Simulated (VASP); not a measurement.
# VSi (zincblende type) (F-43m) in VASP: notebook, part 2 of 2

VASP 6.6.1. The steps go on from the part before.

## (3) Electric field gradients, PBE, collinear spin, ferromagnetic start

INCAR

```
SYSTEM = VSi
PREC     = Accurate       ! precision mode
ENCUT    = 520            ! plane-wave cutoff, eV
EDIFF    = 1E-8           ! SCF threshold, eV
ISMEAR   = -1             ! smearing method
SIGMA    = 0.05           ! smearing width, eV
LREAL    = .FALSE.        ! projectors in reciprocal space
LASPH    = .TRUE.         ! aspherical terms in the spheres
NELM     = 150            ! most SCF steps
ALGO     = Normal         ! electronic algorithm
ISIF     = 2              ! what is computed and relaxed
LWAVE    = .FALSE.        ! write WAVECAR
LCHARG   = .FALSE.        ! write CHGCAR
ISPIN    = 2              ! spin polarisation
MAGMOM   = 1.5 0          ! initial moments
LORBIT   = 11             ! projections on sites
LMAXMIX  = 4              ! l up to which the mixer works
GGA      = PE             ! functional
LEFG     = .TRUE.       
NBANDS   = 20             ! bands
```

KPOINTS

```
Automatic mesh
0
G
  11 11 11
  0 0 0
```

POSCAR

```
VSi
1.0
    0.0000000000      2.7645669837      2.7645669837
    2.7645669837      0.0000000000      2.7645669837
    2.7645669837      2.7645669837      0.0000000000
V Si
1 1
Direct
    0.0000000000      0.0000000000      0.0000000000
    0.2500000000      0.2500000000      0.2500000000
```

Potentials or basis: VASP PAW PBE potentials, release 64 (V_sv, Si).

Launch:

```bash
> cat potpaw_PBE.64/V_sv/POTCAR potpaw_PBE.64/Si/POTCAR > POTCAR
> mpirun -np 1 vasp_std > vasp.out
```

OUTCAR:

```text
SYSTEM = VSi
   PREC = Accurate
   ENCUT = 520
   EDIFF = 1E-8
   ISMEAR = -1
   LREAL = .FALSE.
   LASPH = .TRUE.
   NELM = 150
   ISIF = 2
   ISPIN = 2
   LORBIT = 11
   GGA = PE

 ion  position               nearest neighbor table
   1  0.000  0.000  0.000-   2 2.39   2 2.39   2 2.39   2 2.39
   2  0.250  0.250  0.250-   1 2.39   1 2.39   1 2.39   1 2.39

  LATTYP: Found a face centered cubic cell.
 ALAT       =     5.5291339674

  Lattice vectors:

 A1 = (   0.0000000000,   2.7645669837,   2.7645669837)
 A2 = (   2.7645669837,   0.0000000000,   2.7645669837)
 A3 = (   2.7645669837,   2.7645669837,   0.0000000000)

Analysis of symmetry for initial positions (statically):
=====================================================================
 Subroutine PRICEL returns:
 Original cell was already a primitive cell.

 Routine SETGRP: Setting up the symmetry group for a
 face centered cubic supercell.

 Subroutine GETGRP returns: Found 24 space group operations
 (whereof 24 operations were pure point group operations)
 out of a pool of 48 trial point group operations.

The static configuration has the point symmetry T_d .

Analysis of symmetry for dynamics (positions and initial velocities):
=====================================================================
 Subroutine PRICEL returns:
 Original cell was already a primitive cell.

 Routine SETGRP: Setting up the symmetry group for a
 face centered cubic supercell.

 Subroutine GETGRP returns: Found 24 space group operations
 (whereof 24 operations were pure point group operations)
 out of a pool of 48 trial point group operations.
[... 1287 lines left out ...]
  -------------------------------------------------------------------------------------
  Total        0.0148482      0.0148482      0.0148482      0.0000000      0.0000000      0.0000000
  in kB        0.5629541      0.5629541      0.5629541      0.0000000      0.0000000      0.0000000
  external PRESSURE =       0.5629541 kB  Pullay stress =       0.0000000 kB

 VOLUME and BASIS-vectors are now :
 -----------------------------------------------------------------------------
  energy-cutoff  :      520.00
  volume of cell :       42.26
      direct lattice vectors                 reciprocal lattice vectors
     0.000000000  2.764566984  2.764566984    -0.180860150  0.180860150  0.180860150
     2.764566984  0.000000000  2.764566984     0.180860150 -0.180860150  0.180860150
     2.764566984  2.764566984  0.000000000     0.180860150  0.180860150 -0.180860150

 POSITION                                       TOTAL-FORCE (eV/Angst)
 -----------------------------------------------------------------------------------
      0.00000      0.00000      0.00000         0.000000      0.000000      0.000000
      1.38228      1.38228      1.38228        -0.000000     -0.000000     -0.000000
 -----------------------------------------------------------------------------------
    total drift:                                0.000000      0.000000      0.000000

  FREE ENERGIE OF THE ION-ELECTRON SYSTEM (eV)
  ---------------------------------------------------
  free  energy   TOTEN  =       -12.4071505830 eV

  energy  without entropy=      -12.3856898678  energy(sigma->0) =      -12.39642023

 Electric field gradients (V/A^2)
---------------------------------------------------------------------
 ion       V_xx      V_yy      V_zz      V_xy      V_xz      V_yz
---------------------------------------------------------------------
   1       0.000     0.000    -0.000    -0.001    -0.001    -0.001
   2      -0.000     0.000    -0.000    -0.000    -0.000    -0.000
---------------------------------------------------------------------

 Electric field gradients after diagonalization (V/A^2)
 (convention: |V_zz| > |V_xx| > |V_yy|)
----------------------------------------------------------------------
 ion       V_xx      V_yy      V_zz     asymmetry (V_yy - V_xx)/ V_zz
----------------------------------------------------------------------
   1       0.001     0.001    -0.002       0.000
   2       0.000     0.000    -0.000       0.000
----------------------------------------------------------------------

           NMR quadrupolar parameters

 Cq : quadrupolar parameter    Cq=e*Q*V_zz/h
 eta: asymmetry parameters     (V_yy - V_xx)/ V_zz
 Q  : nuclear electric quadrupole moment in mb (millibarn)
----------------------------------------------------------------------
 ion       Cq(MHz)       eta       Q (mb)
----------------------------------------------------------------------
   1      -0.000       0.000       1.000
   2      -0.000       0.000       1.000
----------------------------------------------------------------------

 total charge

# of ion       s       p       d       tot
------------------------------------------
    1        2.271   6.142   3.055  11.468
    2        0.822   0.950   0.000   1.772
--------------------------------------------------
tot          3.093   7.092   3.055  13.240

 magnetization (x)

# of ion       s       p       d       tot
------------------------------------------
    1        0.005  -0.001   0.534   0.538
    2       -0.007  -0.037   0.000  -0.044
--------------------------------------------------
tot         -0.002  -0.038   0.534   0.494
```

OSZICAR:

```text
N       E                     dE             d eps       ncg     rms          rms(c)
DAV:   1     0.124716278094E+03    0.12472E+03   -0.77648E+03  4480   0.791E+02
DAV:   2    -0.117654678917E+02   -0.13648E+03   -0.13067E+03  4716   0.253E+02
DAV:   3    -0.152180882670E+02   -0.34526E+01   -0.34167E+01  5284   0.426E+01
[... 12 lines left out ...]
DAV:  16    -0.124071504427E+02   -0.32157E-05   -0.49917E-06  5088   0.177E-02    0.477E-03
DAV:  17    -0.124071506384E+02   -0.19569E-06   -0.10293E-06  4960   0.549E-03    0.234E-03
DAV:  18    -0.124071506100E+02    0.28405E-07   -0.34727E-08  4784   0.112E-03    0.650E-04
DAV:  19    -0.124071505822E+02    0.27751E-07   -0.88786E-09  4364   0.506E-04    0.283E-04
DAV:  20    -0.124071505830E+02   -0.76443E-09   -0.11508E-09  2484   0.249E-04
   1 F= -.12407151E+02 E0= -.12396420E+02  d E =-.214607E-01  mag=     0.5519
```

stdout:

```text
POSCAR found type information on POSCAR V Si
 POSCAR found :  2 types and       2 ions
 scaLAPACK will be used
 LDA part: xc-table for (Slater+PW92), standard interpolation
 POSCAR, INCAR and KPOINTS ok, starting setup
 FFT: planning ... GRIDC
 FFT: planning ... GRID_SOFT
 FFT: planning ... GRID
 WAVECAR not read
 entering main loop
ion   1

ion   2
```

Wall time 2 min (1 thread of Intel Xeon Platinum 8259CL at 2.50GHz (Skylake/Cascade Lake), shared host); peak memory 0.23 GiB.

What came out:

```yaml
Free_energy: -12.4072 eV
Pressure: 0.1 GPa
Net_moment: 0.55 μB per cell
Site_moments: V +0.54; Si -0.04 μB
Valence_electrons_inside_the_program's_atomic_spheres: V 11.47; Si 1.77
```

Levels at points of the mesh, in eV from the Fermi level:
Spin up:
| k point | band 5 | band 6 | band 7 | band 8 | band 9 | band 10 | band 11 | band 12 | band 13 | band 14 |
| --- | --- | --- | --- | --- | --- | --- | --- | --- | --- | --- |
| (0.00, 0.00, 0.00) | -8.63 | -1.62 | -1.62 | -1.62 | 0.07 | 0.07 | 6.18 | 6.18 | 6.18 | 6.49 |
Spin down:
```csv
k point,band 5,band 6,band 7,band 8,band 9,band 10,band 11,band 12
"(0.00, 0.00, 0.00)",-8.61,-1.39,-1.39,-1.39,0.66,0.66,6.30,6.30
```

Caveat: without QUAD_EFG the Cq values of the log hold for a quadrupole moment of 1 mb, not for the nuclei.
